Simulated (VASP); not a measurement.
# PbS (Pm-3m) in VASP: a series of runs, part 3 of 3

VASP 6.6.1.

## 6. Single point, r2SCAN (volume changed by +3%)

The input, POSCAR:

```
PbS
1.0
    3.6711257613      0.0000000000      0.0000000000
    0.0000000000      3.6711257613      0.0000000000
    0.0000000000      0.0000000000      3.6711257613
Pb S
1 1
Direct
    0.0000000000      0.0000000000      0.0000000000
    0.5000000000      0.5000000000      0.5000000000
```

The input, INCAR.step1:

```
SYSTEM = PbS
  PREC = Accurate
  ENCUT = 520
  ISMEAR = -1
  SIGMA = 0.02
  LREAL = .FALSE.
  LASPH = .TRUE.
  NELM = 80
  NBANDS = 17
  GGA = PE
  ALGO = Normal
  EDIFF = 1E-4
  LWAVE = .TRUE.
  LCHARG = .FALSE.
```

The input, INCAR.step2:

```
SYSTEM = PbS
  PREC = Accurate
  ENCUT = 520
  EDIFF = 1E-6
  ISMEAR = -1
  SIGMA = 0.02
  LREAL = .FALSE.
  LASPH = .TRUE.
  NELM = 80
  ALGO = Normal
  ISIF = 2
  LWAVE = .FALSE.
  LCHARG = .FALSE.
  METAGGA = R2SCAN
  LMIXTAU = .TRUE.
  NBANDS = 17
  ISTART = 1
```

The input, KPOINTS:

```
regular mesh
0
G
  6 6 6
  0 0 0
```

Potentials or basis: VASP PAW PBE potentials, release 64 (Pb_d, S).

The run is started by

```
$ cat potpaw_PBE.64/Pb_d/POTCAR potpaw_PBE.64/S/POTCAR > POTCAR
$ cp INCAR.step1 INCAR
$ mpirun -np 1 vasp_std > vasp.out
$ cp INCAR.step2 INCAR
$ mpirun -np 1 vasp_std > vasp.out
```

OUTCAR:

```text
SYSTEM = PbS
   PREC = Accurate
   ENCUT = 520
   EDIFF = 1E-6
   ISMEAR = -1
   LREAL = .FALSE.
   LASPH = .TRUE.
   NELM = 80
   ISIF = 2
   METAGGA = R2SCAN
   ISTART = 1

 ion  position               nearest neighbor table
   1  0.000  0.000  0.000-   2 3.18   2 3.18   2 3.18   2 3.18   2 3.18   2 3.18   2 3.18   2 3.18

   2  0.500  0.500  0.500-   1 3.18   1 3.18   1 3.18   1 3.18   1 3.18   1 3.18   1 3.18   1 3.18

  LATTYP: Found a simple cubic cell.
 ALAT       =     3.6711257613

  Lattice vectors:

 A1 = (   3.6711257613,   0.0000000000,   0.0000000000)
 A2 = (   0.0000000000,   3.6711257613,   0.0000000000)
 A3 = (   0.0000000000,   0.0000000000,   3.6711257613)

Analysis of symmetry for initial positions (statically):
=====================================================================
 Subroutine PRICEL returns:
 Original cell was already a primitive cell.

 Routine SETGRP: Setting up the symmetry group for a
 simple cubic supercell.

 Subroutine GETGRP returns: Found 48 space group operations
 (whereof 48 operations were pure point group operations)
 out of a pool of 48 trial point group operations.

The static configuration has the point symmetry O_h .

Analysis of symmetry for dynamics (positions and initial velocities):
=====================================================================
 Subroutine PRICEL returns:
 Original cell was already a primitive cell.

 Routine SETGRP: Setting up the symmetry group for a
 simple cubic supercell.

 Subroutine GETGRP returns: Found 48 space group operations
 (whereof 48 operations were pure point group operations)
 out of a pool of 48 trial point group operations.

The dynamic configuration has the point symmetry O_h .

 Subroutine INISYM returns: Found 48 space group operations
 (whereof 48 operations are pure point group operations),
 and found     1 'primitive' translations

----------------------------------------------------------------------------------------

                                     Primitive cell

  volume of cell :      49.4764

  direct lattice vectors                    reciprocal lattice vectors
     3.671125761  0.000000000  0.000000000     0.272396007  0.000000000  0.000000000
     0.000000000  3.671125761  0.000000000     0.000000000  0.272396007  0.000000000
     0.000000000  0.000000000  3.671125761     0.000000000  0.000000000  0.272396007

  length of vectors
     3.671125761  3.671125761  3.671125761     0.272396007  0.272396007  0.272396007

  position of ions in fractional coordinates (direct lattice)
     0.000000000  0.000000000  0.000000000
     0.500000000  0.500000000  0.500000000

  ion indices of the primitive-cell ions
   primitive index   ion index
                 1           1
                 2           2

----------------------------------------------------------------------------------------

 KPOINTS: regular mesh

Automatic generation of k-mesh.
 Grid dimensions read from file:
 generate k-points for:    6    6    6

 Generating k-lattice:

  Cartesian coordinates                     Fractional coordinates (reciprocal lattice)
     0.045399335  0.000000000  0.000000000     0.166666667  0.000000000  0.000000000
     0.000000000  0.045399335  0.000000000     0.000000000  0.166666667  0.000000000
     0.000000000  0.000000000  0.045399335     0.000000000  0.000000000  0.166666667

  Length of vectors
     0.045399335  0.045399335  0.045399335

  Shift w.r.t. Gamma in fractional coordinates (k-lattice)
     0.000000000  0.000000000  0.000000000

 Subroutine IBZKPT returns following result:
 ===========================================

 Found     20 irreducible k-points:

 Following reciprocal coordinates:
            Coordinates               Weight
  0.000000  0.000000  0.000000      1.000000
  0.166667  0.000000  0.000000      6.000000
  0.333333  0.000000  0.000000      6.000000
  0.500000  0.000000  0.000000      3.000000
  0.166667  0.166667  0.000000     12.000000
  0.333333  0.166667  0.000000     24.000000
[... 12 lines left out ...]
  0.500000  0.500000  0.333333      6.000000
  0.500000  0.500000  0.500000      1.000000
   k-points           NKPTS =     20   k-points in BZ     NKDIM =     20   number of bands    NBANDS=     17
   number of dos      NEDOS =    301   number of ions     NIONS =      2
   total plane-waves  NPLWV =  21952
   dimension x,y,z NGX =    28 NGY =   28 NGZ =   28
   dimension x,y,z NGXF=    56 NGYF=   56 NGZF=   56
   ions per type =               1   1
   NGX,Y,Z   is equivalent  to a cutoff of  12.68, 12.68, 12.68 a.u.
   NGXF,Y,Z  is equivalent  to a cutoff of  25.36, 25.36, 25.36 a.u.
 SYSTEM =  PbS
   PREC   = accura    normal or accurate (medium, high low for compatibility)
   ISTART =      1    job   : 0-new  1-cont  2-samecut
   ICHARG =      0    charge: 1-file 2-atom 10-const
   ISPIN  =      1    spin polarized calculation?
   LNONCOLLINEAR =      F non collinear calculations
   LSORBIT =      F    spin-orbit coupling
   LASPH  =      T    aspherical Exc in radial PAW
   ENCUT  =  520.0 eV  38.22 Ry    6.18 a.u.   6.83  6.83  6.83*2*pi/ulx,y,z
   NELM   =     80;   NELMIN=  2; NELMDL=  0     # of ELM steps
   EDIFF  = 0.1E-05   stopping-criterion for ELM
   LREAL  =      F    real-space projection
   EDIFFG = 0.1E-04   stopping-criterion for IOM
   NSW    =      0    number of steps for IOM
   IBRION =     -1    ionic relax: 0-MD 1-quasi-New 2-CG
   NFREE  =      0    steps in history (QN), initial steepest desc. (CG)
   ISIF   =      2    stress and relaxation
   ISYM   =      2    0-nonsym 1-usesym 2-fastsym
   POTIM  = 0.5000    time-step for ionic-motion
   TEBEG  =    0.0;   TEEND  =   0.0 temperature during run
   PSTRESS=    0.0 pullay stress
   NELECT =      20.0000    total number of electrons
   NUPDOWN=      -1.0000    fix difference up-down
   EMIN   =  10.00;   EMAX   =-10.00  energy-range for DOS
   EFERMI =   0.00;   METHOD = LEGACY
   ISMEAR =    -1;   SIGMA  =   0.02  broadening in eV -4-tet -1-fermi 0-gaus
   EFERMI_NEDOS =   21; number of points for ismear=-14 and -15
   IALGO  =     38    algorithm
   IMIX   =      4    mixing-type and parameters
     AMIX     =   0.40;   BMIX     =  1.00
     AMIX_MAG =   1.60;   BMIX_MAG =  1.00
  volume/ion in A,a.u.               =      24.74       166.94
  Fermi-wavevector in a.u.,A,eV,Ry     =   1.210465  2.287447 19.935603  1.465225
  Thomas-Fermi vector in A             =   2.346011
   LORBIT       =      0    0 simple, 1 ext, 2 COOP (PROOUT), +10 PAW based schemes
   METAGGA = R2SCAN    functional components
   LHFCALC =     F    Hartree Fock is set to
   AEXX    =    0.0000 exact exchange contribution
   IVDW    =     0    specifies the selected vdW correction
   LEPSILON=     F    determine dielectric tensor
   LRPA    =     F    only Hartree local field effects (RPA)
 non-spin polarized calculation
  energy-cutoff  :      520.00
  volume of cell :       49.48
 maximum number of plane-waves:      1357
 NGX is ok and might be reduce to    28
   NGX = 13   NGY = 13   NGZ = 13

 number of electron      19.9999997 magnetization

 Free energy of the ion-electron system (eV)
  ---------------------------------------------------
  ext. energy  EPLUGINS =         0.00000000
  ---------------------------------------------------
  free energy    TOTEN  =       -65.07160188 eV

  energy without entropy =      -65.07061884  energy(sigma->0) =      -65.07111036

 E-fermi :   5.8021     XC(G=0): -10.6306

 val. band max:        5.7918264527   @ k =   0.1667   0.1667   0.1667
 cond. band min:       6.3423095461   @ k =   0.5000   0.3333   0.3333
 fundamental gap:      0.5504830934
 Fermi energy:         5.8020642329

 k-point     1 :       0.0000    0.0000    0.0000
  band No.  band energies     occupation
      1     -11.7667      2.00000
      2     -11.7667      2.00000
      3     -11.5619      2.00000
      4     -11.5619      2.00000
      5     -11.5619      2.00000
      6      -7.7503      2.00000
[... 9 lines left out ...]
     16      19.1271      0.00000
     17      19.1271      0.00000
[... 361 lines left out ...]
 k-point    20 :       0.5000    0.5000    0.5000
  band No.  band energies     occupation
      1     -11.6802      2.00000
      2     -11.6802      2.00000
      3     -11.6802      2.00000
      4     -11.5176      2.00000
      5     -11.5176      2.00000
      6      -5.5021      2.00000
[... 9 lines left out ...]
     16      20.4384      0.00000
     17      22.8850      0.00000

------------------------ aborting loop because EDIFF is reached ----------------------------------------

  FORCE on cell =-STRESS in cart. coord.  units (eV):
  Direction    XX          YY          ZZ          XY          YZ          ZX
  --------------------------------------------------------------------------------------
  -------------------------------------------------------------------------------------
  Total       -0.5542308     -0.5542308     -0.5542308      0.0000000      0.0000000      0.0000000
  in kB      -17.9474805    -17.9474805    -17.9474805      0.0000000      0.0000000      0.0000000
  external PRESSURE =     -17.9474805 kB  Pullay stress =       0.0000000 kB

 VOLUME and BASIS-vectors are now :
 -----------------------------------------------------------------------------
  energy-cutoff  :      520.00
  volume of cell :       49.48
      direct lattice vectors                 reciprocal lattice vectors
     3.671125761  0.000000000  0.000000000     0.272396007  0.000000000  0.000000000
     0.000000000  3.671125761  0.000000000     0.000000000  0.272396007  0.000000000
     0.000000000  0.000000000  3.671125761     0.000000000  0.000000000  0.272396007

 POSITION                                       TOTAL-FORCE (eV/Angst)
 -----------------------------------------------------------------------------------
      0.00000      0.00000      0.00000         0.000000      0.000000      0.000000
      1.83556      1.83556      1.83556         0.000000      0.000000      0.000000
 -----------------------------------------------------------------------------------
    total drift:                               -0.000000      0.000000      0.000000

  FREE ENERGIE OF THE ION-ELECTRON SYSTEM (eV)
  ---------------------------------------------------
  free  energy   TOTEN  =       -65.0716018822 eV

  energy  without entropy=      -65.0706188352  energy(sigma->0) =      -65.07111036
```

Wall time 90 s (1 thread of Intel Xeon 8259CL, shared host); peak memory 0.17 GiB.

Results:

```yaml
Free_energy: -65.0716 eV
Pressure: -1.8 GPa
Band_gap_on_the_k_mesh: zero (band 10 reaches 5.79 eV, above the bottom of band 11 at 5.59 eV)
```

Caveat: the PAW data sets were made with another functional, which shifts forces and pressure a little; spin-orbit coupling is left out, which moves the levels of the heavy elements.

## 7. Summary

| level | cell | gap on the mesh (eV) | pressure (GPa) |
| --- | --- | --- | --- |
| PBE | a = 3.724 Å, 2 atoms | none | -2.9 |
| r2SCAN | a = 3.561 Å, 2 atoms | none | 4.5 |
| r2SCAN | a = 3.598 Å, 2 atoms | none | 2.1 |
| r2SCAN | a = 3.635 Å, 2 atoms | none | 0.0 |
| r2SCAN | a = 3.671 Å, 2 atoms | none | -1.8 |

Alike in all rows: task single point; potentials or basis VASP PAW PBE potentials, release 64 (Pb_d, S); no spin polarisation; k mesh 6 × 6 × 6; cutoff (eV) 520; smearing fermi-dirac 0.02 eV.

Caveats: spin-orbit coupling is left out, which moves the levels of the heavy elements; the PAW data sets were made with another functional, which shifts forces and pressure a little (some runs).

Absolute energies hang on the potentials; compare differences alone.
